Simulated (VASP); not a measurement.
**BeAl15HN16 (a cell with a defect): electric field gradients with HSE06**

BeAl15HN16 (a cell with a defect):

```
Al Be N H
1.0
     6.25951    0.00000    0.00000
    -3.12976    5.42090    0.00000
     0.00000    0.00000   10.03481
Al Be N H
15 1 16 1
Direct
  0.33254 0.16837 0.25697
  0.32992 0.17105 0.74707
  0.16504 0.33590 0.00185
  0.33191 0.66930 0.25671
  0.16556 0.83629 0.50106
  0.32956 0.66419 0.74689
  0.16574 0.83641 0.00000
  0.83169 0.16912 0.25674
  0.66459 0.33537 0.50105
  0.83672 0.17134 0.74686
  0.66455 0.33518 0.99998
  0.83182 0.66918 0.25092
  0.66442 0.83654 0.50115
  0.83188 0.66899 0.75022
  0.66465 0.83629 0.00010
  0.16687 0.33396 0.50754
  0.32401 0.17679 0.44691
  0.16665 0.33428 0.19086
  0.33030 0.17062 0.93913
  0.16666 0.33423 0.68658
  0.32261 0.65649 0.44689
  0.16325 0.83277 0.18886
  0.33019 0.66983 0.93911
  0.16567 0.83405 0.69163
  0.84450 0.17842 0.44694
  0.66803 0.33764 0.18885
  0.83105 0.17064 0.93909
  0.66686 0.33519 0.69161
  0.83022 0.67068 0.44057
  0.66779 0.83331 0.18912
  0.83049 0.67034 0.93990
  0.66670 0.83412 0.69158
  0.50135 0.99983 0.34526
```

| Item | Value |
| --- | --- |
| Program | VASP 6.6.1 |
| Task | electric field gradients |
| Functional | HSE06 |
| Potentials or basis | VASP PAW PBE potentials, release 64 (Al, Be, N, H) |
| Cutoff | 520 eV |
| k mesh | 1 × 1 × 1, shifted |
| Occupations | fermi-dirac, width 0.01 eV |
| Spin | collinear spin |
| Fixed moment | 1 μB |
| Dipole correction | no |
| Grid for exact exchange (PRECFOCK) | Fast |
| Charge | -1 |
| Further INCAR settings | LREAL = Auto; ALGO = Normal; EDIFF = 1e-08; NBANDS = 90; ISYM = -1; NELECT = 129.0 |
| Share of exact exchange | 0.25 |
| Screening parameter | 0.2079 1/Å |

| Item | Value |
| --- | --- |
| Largest force | 0.295 eV/Å |
| Net moment | 1.00 μB per cell |
| Site moments | Al -0.00, +0.00 (each value once); Be +0.04; N +0.06, +0.00, -0.00, +0.01, +0.09, +0.04, +0.03 (each value once); H +0.27 μB |
| Largest electric field gradient by atom | Al +14.3, -17.1, +10.4, +11.3, -12.7, -12.8, +9.2, -8.6, -6.7, -9.8, -8.9 (each value once); Be +2.4; N +14.2, +17.8, +16.5, +17.0, +21.1, +14.9, +16.6, +17.2, +21.2, +14.8, +18.0, +16.8, +15.5 (each value once); H -1.4 V/Å² |
| Valence electrons inside the program's atomic spheres | Al 0.86, 0.88, 0.87, 0.89 (each value once); Be 1.03; N 3.80, 3.84, 3.85, 3.86 (each value once); H 0.50 |

Forces on the atoms (eV/Å):
```
Al  -0.119  0.068 -0.010
Al  -0.017  0.010 -0.007
Al   0.008 -0.005  0.017
Al  -0.010 -0.105 -0.008
Al  -0.029 -0.027  0.063
Al  -0.011 -0.007 -0.004
Al   0.003 -0.011  0.012
Al   0.087  0.062 -0.010
Al   0.008  0.038  0.064
Al   0.001  0.012 -0.003
Al   0.010  0.001  0.013
Al  -0.005  0.002  0.018
Al   0.040 -0.025  0.064
Al  -0.004  0.002  0.012
Al   0.011 -0.009  0.012
Be   0.007 -0.004 -0.004
N    0.194 -0.111 -0.150
N    0.007 -0.003 -0.032
N   -0.006  0.004  0.004
N    0.006 -0.004  0.169
N   -0.006  0.249 -0.159
N    0.039  0.019  0.031
N   -0.003  0.004  0.003
N    0.004 -0.003 -0.013
N   -0.217 -0.120 -0.160
N    0.006 -0.043  0.032
N   -0.004  0.003  0.003
N    0.004 -0.001 -0.013
N   -0.003  0.002 -0.043
N   -0.021  0.012  0.019
N   -0.006  0.005 -0.010
N    0.009 -0.004 -0.013
H    0.017 -0.012  0.103
```

Electric field gradients, principal values (V/Å²):
```
 atom   least   middle  greatest (by size)
 1 Al  -2.811  -11.442              14.253
 2 Al   8.272    8.784             -17.056
 3 Al  -2.292   -8.067              10.359
 4 Al  -0.561  -10.723              11.283
 5 Al   3.574    9.094             -12.667
 6 Al   2.489   10.290             -12.779
 7 Al  -1.220   -7.988               9.208
 8 Al  -0.569  -10.723              11.292
 9 Al   3.570    9.087             -12.657
10 Al   2.487   10.352             -12.839
11 Al  -1.210   -7.972               9.182
12 Al   0.137    8.470              -8.607
13 Al   2.606    4.072              -6.678
14 Al   2.752    7.068              -9.819
15 Al   0.422    8.431              -8.853
16 Be  -1.050   -1.323               2.373
 17 N  -2.249  -11.932              14.181
 18 N  -5.854  -11.940              17.794
 19 N  -6.222  -10.327              16.549
 20 N  -6.529  -10.509              17.037
 21 N  -8.635  -12.447              21.082
 22 N  -6.525   -8.358              14.884
 23 N  -6.413  -10.193              16.606
 24 N  -6.493  -10.683              17.176
 25 N  -8.920  -12.310              21.230
 26 N  -6.547   -8.301              14.849
 27 N  -6.426  -10.183              16.609
 28 N  -6.473  -10.683              17.156
 29 N  -6.573   -8.183              14.757
 30 N  -8.024   -9.957              17.981
 31 N  -5.740  -11.046              16.786
 32 N  -4.885  -10.621              15.507
 33 H   0.593    0.850              -1.442
```

Run time: 8.2 min on 1 thread of AMD EPYC 9R45 96-Core Processor (Zen 5), with other jobs on the host, peak memory 0.75 GiB.

Caveat: the cell carries a net charge on a neutralising background, which shifts energy and pressure; without QUAD_EFG the Cq values of the log hold for a quadrupole moment of 1 mb, not for the nuclei; the PAW data sets were made with another functional, which shifts forces and pressure a little; the total moment is fixed, so each spin has its own Fermi level and the state may be an excited one.
